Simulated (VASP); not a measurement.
# InSe (C2/m) in VASP: a series of runs, part 2 of 2

VASP 6.6.1. Earlier steps stand in the parts before.

## (4) Single point, PBE+D3(BJ)

This run uses another cell than the first one, of 25.91 Å³/atom.

Contents of INCAR:

```
ALGO = Normal ; EDIFF = 1E-7
ENCUT = 520 ; GGA = PE
ISIF = 2 ; ISMEAR = -1
IVDW = 12 ; LASPH = T
LCHARG = F ; LREAL = F
LWAVE = F ; NBANDS = 27
NELM = 60 ; PREC = Accurate
SIGMA = 0.05
```

Contents of KPOINTS:

```
k-points
0
Gamma
  7 7 6
```

Contents of POSCAR:

```
InSe
1.0
    5.9395204510     -2.0690128873      0.1019857304
    5.9395204510      2.0690128873      0.1019857304
   -1.6731738721      0.0000000000      4.1880041109
In Se
2 2
Direct
    0.8850436287      0.8850436287      0.0211113831
    0.1149563713      0.1149563713      0.9788886169
    0.6531420318      0.6531420318      0.6338952371
    0.3468579682      0.3468579682      0.3661047629
```

Potentials or basis: VASP PAW PBE potentials, release 64 (In_d, Se).

Started as:

```console
> cat potpaw_PBE.64/In_d/POTCAR potpaw_PBE.64/Se/POTCAR > POTCAR
> mpirun -np 1 vasp_std > vasp.out
```

OUTCAR:

```text
EDIFF = 1E-7
   ENCUT = 520
   GGA = PE
   ISIF = 2
   ISMEAR = -1
   IVDW = 12
   LASPH = T
   LREAL = F
   NELM = 60
   PREC = Accurate
 IVDW          = 12

 ion  position               nearest neighbor table
   1  0.885  0.885  0.021-   3 2.69   4 2.72   4 2.72   2 2.80   2 3.77   2 3.77
   2  0.115  0.115  0.979-   4 2.69   3 2.72   3 2.72   1 2.80   1 3.77   1 3.77
   3  0.653  0.653  0.634-   1 2.69   2 2.72   2 2.72
   4  0.347  0.347  0.366-   2 2.69   1 2.72   1 2.72

  LATTYP: Found a base centered monoclinic cell.
 ALAT       =    11.8807919394
 B/A-ratio  =     0.3482954500
 C/A-ratio  =     0.3795930263
 COS(beta)  =    -0.3550054453

  Lattice vectors:

 A1 = (   5.9395204510,  -2.0690128873,   0.1019857304)
 A2 = (   5.9395204510,   2.0690128873,   0.1019857304)
 A3 = (  -1.6731738721,   0.0000000000,   4.1880041109)

Analysis of symmetry for initial positions (statically):
[... 172 lines left out ...]
  free energy    TOTEN  =       -13.98763535 eV

  energy without entropy =      -13.98761812  energy(sigma->0) =      -13.98762674

 E-fermi :   5.3859     XC(G=0):  -9.6278

 val. band max:        5.0613227746   @ k =  -0.2857  -0.2857   0.3333
 cond. band min:       5.7177239985   @ k =   0.4286   0.4286   0.0000
 fundamental gap:      0.6564012239
 Fermi energy:         5.3859000328

 k-point     1 :       0.0000    0.0000    0.0000
  band No.  band energies     occupation
      1      -9.6254      2.00000
      2      -9.5477      2.00000
      3      -9.3256      2.00000
      4      -9.3184      2.00000
      5      -9.2858      2.00000
      6      -9.2822      2.00000
[... 709 lines left out ...]
     26      11.7101      0.00000
     27      12.6891      0.00000

 [... further k-points ...]

------------------------ aborting loop because EDIFF is reached ----------------------------------------

 Edisp (eV)   -1.37357

 E8    (eV) :    -0.6321

  FORCE on cell =-STRESS in cart. coord.  units (eV):
  Direction    XX          YY          ZZ          XY          YZ          ZX
  --------------------------------------------------------------------------------------
  -------------------------------------------------------------------------------------
  Total       0.02152     0.02453     0.00803     0.00000     0.00000     0.00239
  in kB       0.33271     0.37918     0.12421     0.00000     0.00000     0.03695
  external pressure =        0.28 kB  Pullay stress =        0.00 kB

 VOLUME and BASIS-vectors are now :
 -----------------------------------------------------------------------------
  energy-cutoff  :      520.00
  volume of cell :      103.64
      direct lattice vectors                 reciprocal lattice vectors
     5.939520451 -2.069012887  0.101985730     0.083608330 -0.241661134  0.033402850
     5.939520451  2.069012887  0.101985730     0.083608330  0.241661134  0.033402850
    -1.673173872  0.000000000  4.188004111    -0.004072038  0.000000000  0.237150381

 POSITION                                       TOTAL-FORCE (eV/Angst)
 -----------------------------------------------------------------------------------
     10.47815      0.00000      0.26894         0.011814      0.000000     -0.002867
     -0.27228      0.00000      4.12304        -0.011814      0.000000      0.002867
      6.69808      0.00000      2.78798         0.000756      0.000000     -0.009615
      3.50778      0.00000      1.60400        -0.000756      0.000000      0.009615
 -----------------------------------------------------------------------------------
    total drift:                                0.000000     -0.000000     -0.000000

  FREE ENERGIE OF THE ION-ELECTRON SYSTEM (eV)
  ---------------------------------------------------
  free  energy   TOTEN  =       -15.3612045219 eV

  energy  without entropy=      -15.3611872913  energy(sigma->0) =      -15.36119591
```

OSZICAR:

```text
N       E                     dE             d eps       ncg     rms          rms(c)
DAV:   1     0.335445888634E+03    0.33545E+03   -0.17601E+04  4755   0.162E+03
DAV:   2     0.249296774273E+02   -0.31052E+03   -0.30116E+03  4783   0.395E+02
DAV:   3    -0.127934004984E+02   -0.37723E+02   -0.37123E+02  6026   0.144E+02
DAV:   4    -0.143886345952E+02   -0.15952E+01   -0.15898E+01  5730   0.299E+01
DAV:   5    -0.144398216049E+02   -0.51187E-01   -0.51179E-01  6930   0.547E+00    0.622E+00
DAV:   6    -0.140033994959E+02    0.43642E+00   -0.82765E-01  6797   0.148E+01    0.376E+00
DAV:   7    -0.139881047577E+02    0.15295E-01   -0.34252E-01  7230   0.431E+00    0.119E+00
DAV:   8    -0.139869836796E+02    0.11211E-02   -0.38546E-02  6849   0.215E+00    0.514E-01
DAV:   9    -0.139875977253E+02   -0.61405E-03   -0.52749E-03  6800   0.776E-01    0.183E-01
DAV:  10    -0.139876008191E+02   -0.30938E-05   -0.44898E-04  5726   0.169E-01    0.101E-01
DAV:  11    -0.139876402045E+02   -0.39385E-04   -0.18746E-04  6025   0.143E-01    0.329E-02
DAV:  12    -0.139876349189E+02    0.52855E-05   -0.26231E-05  6177   0.466E-02    0.177E-02
DAV:  13    -0.139876352810E+02   -0.36208E-06   -0.48165E-06  6868   0.132E-02    0.911E-03
DAV:  14    -0.139876354765E+02   -0.19548E-06   -0.12118E-06  5233   0.118E-02    0.279E-03
DAV:  15    -0.139876353565E+02    0.12000E-06   -0.11586E-07  4358   0.256E-03    0.552E-04
DAV:  16    -0.139876353547E+02    0.18231E-08   -0.12088E-08  2772   0.971E-04
   1 F= -.15361205E+02 E0= -.15361196E+02  d E =-.172305E-04
```

stdout:

```text
POSCAR found type information on POSCAR InSe
 POSCAR found :  2 types and       4 ions
 scaLAPACK will be used
 LDA part: xc-table for (Slater+PW92), standard interpolation
 POSCAR, INCAR and KPOINTS ok, starting setup
 FFT: planning ... GRIDC
 FFT: planning ... GRID_SOFT
 FFT: planning ... GRID
 WAVECAR not read
 entering main loop
```

Run time: 6.3 min. Hardware: 1 thread of AMD EPYC 7R13 (Zen 3), shared host; peak memory 0.39 GiB.

What came out:

- Free energy: -15.3612 eV
- Pressure: 0.0 GPa
- Largest force: 0.012 eV/Å
- Band gap on the k mesh: 0.66 eV (least direct gap 1.08 eV)
- Dispersion energy per atom: -0.343 eV

Forces on the atoms (eV/Å):
```
In   0.012  0.000 -0.003
In  -0.012  0.000  0.003
Se   0.001  0.000 -0.010
Se  -0.001  0.000  0.010
```

Caveat: spin-orbit coupling is left out, which moves the levels of the heavy elements; an odd mesh through Γ misses points on the zone boundary, where band edges can lie.

## (5) Summary

| level | cell | k mesh | smearing | gap on the mesh (eV) | pressure (GPa) | largest force (eV/Å) |
| --- | --- | --- | --- | --- | --- | --- |
| PBEsol | a = 6.178, b = 6.178, c = 5.073 Å, angles 108.7, 108.7, 38.8°, 4 atoms, atomic positions A | 4 × 4 × 4 | fermi-dirac 0.03 eV | 1.11 | -1.1 | 0.09 |
| PBE+D4 | a = 6.292, b = 6.292, c = 4.501 Å, angles 109.6, 109.6, 38.4°, 4 atoms, atomic positions B | 7 × 7 × 6 | fermi-dirac 0.05 eV | 0.64 | 0.1 | 0.01 |
| PBE+D3(BJ) | a = 6.290, b = 6.290, c = 4.510 Å, angles 109.6, 109.6, 38.4°, 4 atoms, atomic positions B | 7 × 7 × 6 | fermi-dirac 0.05 eV | 0.66 | 0.0 | 0.01 |

Alike in all rows: task single point; potentials or basis VASP PAW PBE potentials, release 64 (In_d, Se); no spin polarisation; cutoff (eV) 520.

Caveats: spin-orbit coupling is left out, which moves the levels of the heavy elements; an odd mesh through Γ misses points on the zone boundary, where band edges can lie (at least some runs); the PAW data sets were made with another functional, which shifts forces and pressure a little (at least some runs).

Absolute energies hang on the potentials; compare differences alone.
